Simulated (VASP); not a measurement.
# Pt (P6_3/mmc) in VASP: notebook

The runs below take Pt through single point, relaxation of cell and atoms, relaxation of shape and atoms at fixed volume, with PBEsol.

Everything below comes from runs of VASP 6.6.1. Logs are shortened: lines on timing, memory, paths and dates and some standing lists are left out, and cuts for length are marked.

### Step 1. The cell of the first run

The structure is hexagonal, space group P6_3/mmc (No. 194). Conventional cell: a = 2.725 Å, b = 2.725 Å, c = 4.707 Å, α = 90.00°, β = 90.00°, γ = 120.00°. Pt (site symmetry -6m2) has 12 Pt at 2.73 to 2.83 Å within 3.6 Å.

### Step 2. Single point, PBEsol

File INCAR:

```
SYSTEM = Pt
ALGO = Normal
EDIFF = 1E-6
ENCUT = 520
GGA = PS
ISIF = 2
ISMEAR = 0
LASPH = .True.
LCHARG = .False.
LREAL = .False.
LWAVE = .False.
NBANDS = 17
NELM = 100
PREC = Accurate
SIGMA = 0.1
```

File KPOINTS:

```
k-points
0
Gamma
  18 18 10
  0 0 0
```

File POSCAR:

```
Pt
1.0
    2.7251696198      0.0000000000      0.0000000000
   -1.3625848099      2.3600661203      0.0000000000
    0.0000000000      0.0000000000      4.7068056324
Pt
2
Direct
    0.6666666667      0.3333333333      0.7500000000
    0.3333333333      0.6666666667      0.2500000000
```

Potentials or basis: VASP PAW PBE potentials, release 64 (Pt).

Started as:

```sh
$ cat potpaw_PBE.64/Pt/POTCAR > POTCAR
$ mpirun -np 1 vasp_std > vasp.out
```

OUTCAR:

```text
SYSTEM = Pt
   EDIFF = 1E-6
   ENCUT = 520
   GGA = PS
   ISIF = 2
   ISMEAR = 0
   LASPH = .True.
   LREAL = .False.
   NELM = 100
   PREC = Accurate

 ion  position               nearest neighbor table
   1  0.667  0.333  0.750-   2 2.83   2 2.83   2 2.83   2 2.83   2 2.83   2 2.83
   2  0.333  0.667  0.250-   1 2.83   1 2.83   1 2.83   1 2.83   1 2.83   1 2.83

  LATTYP: Found a hexagonal cell.
 ALAT       =     2.7251696198
 C/A-ratio  =     1.7271606135

  Lattice vectors:

 A1 = (   2.7251696198,   0.0000000000,   0.0000000000)
 A2 = (  -1.3625848099,   2.3600661203,   0.0000000000)
 A3 = (   0.0000000000,   0.0000000000,   4.7068056324)

Analysis of symmetry for initial positions (statically):
=====================================================================
 Subroutine PRICEL returns:
 Original cell was already a primitive cell.

 Routine SETGRP: Setting up the symmetry group for a
 hexagonal supercell.

 Subroutine GETGRP returns: Found 24 space group operations
 (whereof 12 operations were pure point group operations)
 out of a pool of 24 trial point group operations.

The static configuration has the point symmetry D_3d.
 The point group associated with its full space group is D_6h.

Analysis of symmetry for dynamics (positions and initial velocities):
=====================================================================
 Subroutine PRICEL returns:
 Original cell was already a primitive cell.

 Routine SETGRP: Setting up the symmetry group for a
 hexagonal supercell.

 Subroutine GETGRP returns: Found 24 space group operations
 (whereof 12 operations were pure point group operations)
 out of a pool of 24 trial point group operations.

The dynamic configuration has the point symmetry D_3d.
 The point group associated with its full space group is D_6h.

 Subroutine INISYM returns: Found 24 space group operations
 (whereof 12 operations are pure point group operations),
 and found     1 'primitive' translations

----------------------------------------------------------------------------------------

                                     Primitive cell

  volume of cell :      30.2722

  direct lattice vectors                    reciprocal lattice vectors
     2.725169620  0.000000000  0.000000000     0.366949636  0.211858471  0.000000000
    -1.362584810  2.360066120  0.000000000     0.000000000  0.423716942  0.000000000
     0.000000000  0.000000000  4.706805632     0.000000000  0.000000000  0.212458316

  length of vectors
     2.725169620  2.725169620  4.706805632     0.423716942  0.423716942  0.212458316

  position of ions in fractional coordinates (direct lattice)
     0.666666667  0.333333333  0.750000000
     0.333333333  0.666666667  0.250000000

  ion indices of the primitive-cell ions
   primitive index   ion index
                 1           1
                 2           2

----------------------------------------------------------------------------------------

 KPOINTS: k-points

Automatic generation of k-mesh.
 Grid dimensions read from file:
 generate k-points for:   18   18   10

 Generating k-lattice:

  Cartesian coordinates                     Fractional coordinates (reciprocal lattice)
     0.020386091  0.011769915  0.000000000     0.055555556  0.000000000  0.000000000
     0.000000000  0.023539830  0.000000000     0.000000000  0.055555556  0.000000000
     0.000000000  0.000000000  0.021245832     0.000000000  0.000000000  0.100000000

  Length of vectors
     0.023539830  0.023539830  0.021245832

  Shift w.r.t. Gamma in fractional coordinates (k-lattice)
     0.000000000  0.000000000  0.000000000

 Subroutine IBZKPT returns following result:
 ===========================================

 Found    222 irreducible k-points:

 Following reciprocal coordinates:
            Coordinates               Weight
  0.000000  0.000000  0.000000      1.000000
  0.055556  0.000000  0.000000      6.000000
  0.111111  0.000000  0.000000      6.000000
  0.166667  0.000000  0.000000      6.000000
  0.222222  0.000000  0.000000      6.000000
  0.277778  0.000000  0.000000      6.000000
[... 16 lines left out ...]
  0.333333  0.111111  0.000000     12.000000
  0.388889  0.111111  0.000000     12.000000
 [... further k-points ...]
   k-points           NKPTS =    222   k-points in BZ     NKDIM =    222   number of bands    NBANDS=     17
   number of dos      NEDOS =    301   number of ions     NIONS =      2
   total plane-waves  NPLWV =  14400
   dimension x,y,z NGX =    20 NGY =   20 NGZ =   36
   dimension x,y,z NGXF=    40 NGYF=   40 NGZF=   72
   ions per type =               2
   NGX,Y,Z   is equivalent  to a cutoff of  12.20, 12.20, 12.72 a.u.
   NGXF,Y,Z  is equivalent  to a cutoff of  24.40, 24.40, 25.43 a.u.
 SYSTEM =  Pt
   PREC   = accura    normal or accurate (medium, high low for compatibility)
   ISTART =      0    job   : 0-new  1-cont  2-samecut
   ICHARG =      2    charge: 1-file 2-atom 10-const
   ISPIN  =      1    spin polarized calculation?
   LNONCOLLINEAR =      F non collinear calculations
   LSORBIT =      F    spin-orbit coupling
   LASPH  =      T    aspherical Exc in radial PAW
   ENCUT  =  520.0 eV  38.22 Ry    6.18 a.u.   5.07  5.07  8.75*2*pi/ulx,y,z
   NELM   =    100;   NELMIN=  2; NELMDL= -5     # of ELM steps
   EDIFF  = 0.1E-05   stopping-criterion for ELM
   LREAL  =      F    real-space projection
[... 7 lines left out ...]
   TEBEG  =    0.0;   TEEND  =   0.0 temperature during run
   PSTRESS=    0.0 pullay stress
   NELECT =      20.0000    total number of electrons
   NUPDOWN=      -1.0000    fix difference up-down
   EMIN   =  10.00;   EMAX   =-10.00  energy-range for DOS
   EFERMI =   0.00;   METHOD = LEGACY
   ISMEAR =     0;   SIGMA  =   0.10  broadening in eV -4-tet -1-fermi 0-gaus
   EFERMI_NEDOS =   21; number of points for ismear=-14 and -15
   IALGO  =     38    algorithm
   IMIX   =      4    mixing-type and parameters
     AMIX     =   0.40;   BMIX     =  1.00
     AMIX_MAG =   1.60;   BMIX_MAG =  1.00
  volume/ion in A,a.u.               =      15.14       102.14
  Fermi-wavevector in a.u.,A,eV,Ry     =   1.425838  2.694443 27.660833  2.033014
  Thomas-Fermi vector in A             =   2.546179
   LORBIT       =      0    0 simple, 1 ext, 2 COOP (PROOUT), +10 PAW based schemes
   GGA     = PS    functional components
   LHFCALC =     F    Hartree Fock is set to
   AEXX    =    0.0000 exact exchange contribution
   IVDW    =     0    specifies the selected vdW correction
   LEPSILON=     F    determine dielectric tensor
   LRPA    =     F    only Hartree local field effects (RPA)
 non-spin polarized calculation
 Gauss-broadening in eV      SIGMA  =   0.10
  energy-cutoff  :      520.00
  volume of cell :       30.27
 maximum number of plane-waves:       835
   NGX = 11   NGY = 11   NGZ = 17

 number of electron      20.0000000 magnetization

 Free energy of the ion-electron system (eV)
  ---------------------------------------------------
  ext. energy  EPLUGINS =         0.00000000
  ---------------------------------------------------
  free energy    TOTEN  =       -13.80886753 eV

  energy without entropy =      -13.79006414  energy(sigma->0) =      -13.79946584

 E-fermi :  10.9955     XC(G=0): -13.6023

 val. band max:       10.9952690147   @ k =   0.3889   0.1667   0.1000
 cond. band min:      10.9980650934   @ k =   0.2222   0.1667   0.4000
 fundamental gap:      0.0027960788
 Fermi energy:        10.9955141257

 k-point     1 :       0.0000    0.0000    0.0000
  band No.  band energies     occupation
      1       0.7675      2.00000
      2       3.4934      2.00000
      3       6.8065      2.00000
      4       7.3276      2.00000
      5       7.3276      2.00000
      6       7.7304      2.00000
[... 9 lines left out ...]
     16      28.2819      0.00000
     17      32.4129      0.00000

 k-point     2 :       0.0556    0.0000    0.0000
  band No.  band energies     occupation
      1       0.8842      2.00000
      2       3.6017      2.00000
      3       6.7931      2.00000
      4       7.3228      2.00000
      5       7.4186      2.00000
      6       7.6700      2.00000
[... 9 lines left out ...]
     16      28.4537      0.00000
     17      31.6891      0.00000

 k-point     3 :       0.1111    0.0000    0.0000
  band No.  band energies     occupation
      1       1.2253      2.00000
      2       3.9071      2.00000
      3       6.6937      2.00000
      4       7.3481      2.00000
      5       7.5593      2.00000
      6       7.6872      2.00000
[... 9 lines left out ...]
     16      28.7403      0.00000
     17      30.5320      0.00000

 k-point     4 :       0.1667    0.0000    0.0000
  band No.  band energies     occupation
      1       1.7617      2.00000
      2       4.3343      2.00000
      3       6.5221      2.00000
      4       7.1851      2.00000
      5       7.4093      2.00000
      6       7.7604      2.00000
[... 9 lines left out ...]
     16      28.7484      0.00000
     17      29.2435      0.00000

 k-point     5 :       0.2222    0.0000    0.0000
  band No.  band energies     occupation
      1       2.4346      2.00000
      2       4.6918      2.00000
      3       6.4846      2.00000
      4       6.6722      2.00000
      5       6.9699      2.00000
      6       8.2227      2.00000
[... 9 lines left out ...]
     16      27.8091      0.00000
     17      29.4699      0.00000

 k-point     6 :       0.2778    0.0000    0.0000
  band No.  band energies     occupation
      1       3.1374      2.00000
      2       4.7465      2.00000
      3       6.0508      2.00000
      4       6.6886      2.00000
      5       6.9743      2.00000
      6       8.0478      2.00000
[... 9 lines left out ...]
     16      26.6484      0.00000
     17      29.2666      0.00000
[... 281 lines left out ...]
 k-point    21 :       0.2222    0.1111    0.0000
  band No.  band energies     occupation
      1       3.4574      2.00000
      2       5.1061      2.00000
      3       5.9952      2.00000
      4       6.2686      2.00000
      5       7.0054      2.00000
      6       7.5481      2.00000
[... 9 lines left out ...]
     16      26.9060      0.00000
     17      29.2623      0.00000

 k-point    22 :       0.2778    0.1111    0.0000
  band No.  band energies     occupation
      1       4.0625      2.00000
      2       4.9209      2.00000
      3       5.5619      2.00000
      4       6.5797      2.00000
      5       7.2945      2.00000
      6       7.3858      2.00000
[... 9 lines left out ...]
     16      26.1463      0.00000
     17      27.2164      0.00000

 k-point    23 :       0.3333    0.1111    0.0000
  band No.  band energies     occupation
      1       4.4047      2.00000
      2       4.7167      2.00000
      3       5.2433      2.00000
      4       7.0070      2.00000
      5       7.3078      2.00000
      6       7.6866      2.00000
[... 9 lines left out ...]
     16      25.1166      0.00000
     17      25.5114      0.00000

 k-point    24 :       0.3889    0.1111    0.0000
  band No.  band energies     occupation
      1       4.5037      2.00000
      2       4.5985      2.00000
      3       5.0487      2.00000
      4       7.3160      2.00000
      5       7.4851      2.00000
      6       7.5925      2.00000
[... 9 lines left out ...]
     16      23.5130      0.00000
     17      25.0189      0.00000

 [... further k-points ...]
[... 5 lines left out ...]
  --------------------------------------------------------------------------------------
  -------------------------------------------------------------------------------------
  Total       -0.0621224     -0.0621224     -0.1006194      0.0000000     -0.0000000      0.0000000
  in kB       -3.2878699     -3.2878699     -5.3253503      0.0000000     -0.0000000      0.0000000
  external PRESSURE =      -3.9670300 kB  Pullay stress =       0.0000000 kB

 VOLUME and BASIS-vectors are now :
 -----------------------------------------------------------------------------
  energy-cutoff  :      520.00
  volume of cell :       30.27
      direct lattice vectors                 reciprocal lattice vectors
     2.725169620  0.000000000  0.000000000     0.366949636  0.211858471  0.000000000
    -1.362584810  2.360066120  0.000000000     0.000000000  0.423716942  0.000000000
     0.000000000  0.000000000  4.706805632     0.000000000  0.000000000  0.212458316

 POSITION                                       TOTAL-FORCE (eV/Angst)
 -----------------------------------------------------------------------------------
      1.36258      0.78669      3.53010        -0.000000     -0.000000      0.000000
     -0.00000      1.57338      1.17670         0.000000      0.000000      0.000000
 -----------------------------------------------------------------------------------
    total drift:                               -0.000000      0.000000     -0.000000

  FREE ENERGIE OF THE ION-ELECTRON SYSTEM (eV)
  ---------------------------------------------------
  free  energy   TOTEN  =       -13.8088675312 eV

  energy  without entropy=      -13.7900641420  energy(sigma->0) =      -13.79946584
```

Wall time 32 s (1 thread of Intel Xeon 6975P-C (Granite Rapids), shared host); peak memory 0.21 GiB.

What came out:

| Item | Value |
| --- | --- |
| Free energy | -13.8089 eV |
| Pressure | -0.4 GPa |
| Band gap on the k mesh | zero (band 10 reaches 11.52 eV, above the bottom of band 11 at 10.15 eV) |

Caveat: the PAW data sets were made with another functional, which shifts forces and pressure a little; spin-orbit coupling is left out, which moves the levels of the heavy elements.

### Step 3. Relaxation of cell and atoms, PBEsol

File INCAR:

```
SYSTEM = Pt
  PREC = Accurate
  ENCUT = 600
  EDIFF = 1E-6
  ISMEAR = 0
  SIGMA = 0.1
  LREAL = .False.
  LASPH = .True.
  NELM = 80
  ALGO = Fast
  ISIF = 3
  LWAVE = .False.
  LCHARG = .False.
  GGA = PS
  IBRION = 2
  NSW = 100
  EDIFFG = -0.005
```

File KPOINTS:

```
regular mesh
0
Gamma
  18 18 10
  0 0 0
```

File POSCAR:

```
Pt
1.0
    2.7257420446      0.0000000000      0.0000000000
   -1.3628710223      2.3605618548      0.0000000000
    0.0000000000      0.0000000000      4.7090717796
Pt
2
Direct
    0.6666666667      0.3333333333      0.7500000000
    0.3333333333      0.6666666667      0.2500000000
```

Potentials or basis: VASP PAW PBE potentials, release 64 (Pt).

Started as:

```sh
$ cat potpaw_PBE.64/Pt/POTCAR > POTCAR
$ mpirun -np 1 vasp_std > vasp.out
```

It took 81 s on 1 thread of Intel Xeon 6975P-C (Granite Rapids), shared host; peak memory 0.24 GiB.

It converged, with:

* Free energy: -13.8089 eV
* Relaxed volume: 15.12 Å³/atom
* Relaxed cell: a = 2.725 Å, b = 2.725 Å, c = 4.702 Å, α = 90.00°, β = 90.00°, γ = 120.00°
* Space group after relaxing (to 0.05 Å): P6_3/mmc (No. 194)
* Energy gained by relaxing: 0.1 meV/atom
* Ionic steps: 4
* Pressure after relaxing: 0.0 GPa
* Band gap on the k mesh: zero (band 10 reaches 11.54 eV, above the bottom of band 11 at 10.17 eV)

Step by step:
| step | energy change (eV) | largest force (eV/Å) | pressure (GPa) | volume (Å³) |
| --- | --- | --- | --- | --- |
| 1 | 0.0000 | 0.0000 | -0.47 | 30.30 |
| 2 | 0.0004 | 0.0000 | 1.27 | 30.11 |
| 3 | -0.0001 | 0.0000 | 0.02 | 30.24 |
| 4 | -0.0001 | 0.0000 | 0.01 | 30.23 |

Final structure:
```
CELL_PARAMETERS angstrom
2.72502 0.00000 0.00000
-1.36251 2.35993 0.00000
0.00000 0.00000 4.70155
ATOMIC_POSITIONS crystal
Pt 0.66667 0.33333 0.75000
Pt 0.33333 0.66667 0.25000
```

Levels at points of the mesh, in eV from the Fermi level:
| k point | band 6 | band 7 | band 8 | band 9 | band 10 | band 11 | band 12 | band 13 | band 14 |
| --- | --- | --- | --- | --- | --- | --- | --- | --- | --- |
| (0.00, 0.00, 0.00) | -3.27 | -3.27 | -1.97 | -1.97 | -0.94 | -0.23 | -0.23 | 5.02 | 14.99 |
| (0.50, 0.00, 0.00) | -3.14 | -2.87 | 0.05 | 0.30 | 0.52 | 2.32 | 3.85 | 7.45 | 9.04 |
| (0.00, 0.00, 0.50) | -3.67 | -3.67 | -3.67 | -0.85 | -0.85 | -0.85 | -0.85 | 12.31 | 12.31 |
| (0.50, 0.00, 0.50) | -1.96 | -0.97 | -0.97 | 0.43 | 0.43 | 1.65 | 1.65 | 6.73 | 6.73 |

Caveat: the PAW data sets were made with another functional, which shifts forces and pressure a little; spin-orbit coupling is left out, which moves the levels of the heavy elements.

### Step 4. Relaxation of shape and atoms at fixed volume, PBEsol (volume scaled by 1.02)

File INCAR:

```
  PREC = Accurate
  ENCUT = 600
  EDIFF = 1E-7
  ISMEAR = -1
  SIGMA = 0.15
  LREAL = F
  LASPH = T
  NELM = 80
  ALGO = Fast
  ISIF = 4
  LWAVE = F
  LCHARG = F
  GGA = PS
  IBRION = 2
  NSW = 80
  EDIFFG = -0.001
```

File KPOINTS:

```
regular mesh
0
Gamma
  18 18 10
```

File POSCAR:

```
Pt
1.0
    2.7568597564      0.0000000000      0.0000000000
   -1.3784298782      2.3875105837      0.0000000000
    0.0000000000      0.0000000000      4.7018569897
Pt
2
Direct
    0.6666666667      0.3333333333      0.7500000000
    0.3333333333      0.6666666667      0.2500000000
```

Started as:

```sh
$ cat potpaw_PBE.64/Pt/POTCAR > POTCAR
$ mpirun -np 1 vasp_std > vasp.out
```

It took 2.5 min on 1 thread of Intel Xeon Platinum 8488C (Sapphire Rapids), shared host; peak memory 0.24 GiB.

The run converged. Its results:

```yaml
Free_energy: -13.9150 eV
Energy_gained_by_relaxing: 0.0 meV/atom
Ionic_steps: 3
Pressure_after_relaxing: -5.5 GPa
Band_gap_on_the_k_mesh: zero (band 10 reaches 11.06 eV, above the bottom of band 11 at 9.74 eV)
```

Final structure:
```cif
data_structure
_symmetry_space_group_name_H-M 'P 1'
_symmetry_Int_Tables_number 1
_cell_length_a 2.7556
_cell_length_b 2.7556
_cell_length_c 4.7061
_cell_angle_alpha 90.000
_cell_angle_beta 90.000
_cell_angle_gamma 120.000
_cell_volume 30.95
loop_
_atom_site_label
_atom_site_type_symbol
_atom_site_fract_x
_atom_site_fract_y
_atom_site_fract_z
_atom_site_occupancy
Pt1 Pt 0.66667 0.33333 0.75000 1
Pt2 Pt 0.33333 0.66667 0.25000 1
```

Levels at points of the mesh, in eV from the Fermi level:
| k point | band 6 | band 7 | band 8 | band 9 | band 10 | band 11 | band 12 | band 13 | band 14 |
| --- | --- | --- | --- | --- | --- | --- | --- | --- | --- |
| (0.00, 0.00, 0.00) | -3.14 | -3.14 | -2.00 | -2.00 | -0.80 | -0.27 | -0.27 | 4.95 | 14.96 |
| (0.50, 0.00, 0.00) | -3.02 | -2.82 | 0.03 | 0.22 | 0.45 | 2.22 | 3.70 | 7.33 | 8.96 |
| (0.00, 0.00, 0.50) | -3.56 | -3.56 | -3.56 | -0.87 | -0.87 | -0.87 | -0.87 | 12.33 | 12.33 |
| (0.50, 0.00, 0.50) | -1.96 | -0.95 | -0.95 | 0.35 | 0.35 | 1.62 | 1.62 | 6.48 | 6.48 |

Caveat: the cell differs from its parent crystal (volume scaled by 1.02); the PAW data sets were made with another functional, which shifts forces and pressure a little; spin-orbit coupling is left out, which moves the levels of the heavy elements.

### Step 5. Overview

| task | cell | cutoff (eV) | smearing | gap on the mesh (eV) | pressure (GPa) |
| --- | --- | --- | --- | --- | --- |
| single point | a = 2.725, b = 2.725, c = 4.707 Å, angles 90.0, 90.0, 120.0°, 2 atoms | 520 | gaussian 0.1 eV | none | -0.4 |
| relaxation of cell and atoms | relaxed from a = 2.726, b = 2.726, c = 4.709 Å, angles 90.0, 90.0, 120.0°, 2 atoms | 600 | gaussian 0.1 eV | none | 0.0 |
| relaxation of shape and atoms at fixed volume | relaxed from a = 2.757, b = 2.757, c = 4.702 Å, angles 90.0, 90.0, 120.0°, 2 atoms | 600 | fermi-dirac 0.15 eV | none | -5.5 |

Alike in all rows: level PBEsol; potentials or basis VASP PAW PBE potentials, release 64 (Pt); no spin polarisation; k mesh 18 × 18 × 10.

Caveats: the PAW data sets were made with another functional, which shifts forces and pressure a little; spin-orbit coupling is left out, which moves the levels of the heavy elements.

Total energies depend on the potentials used, so only differences within one code and one set of settings carry meaning.
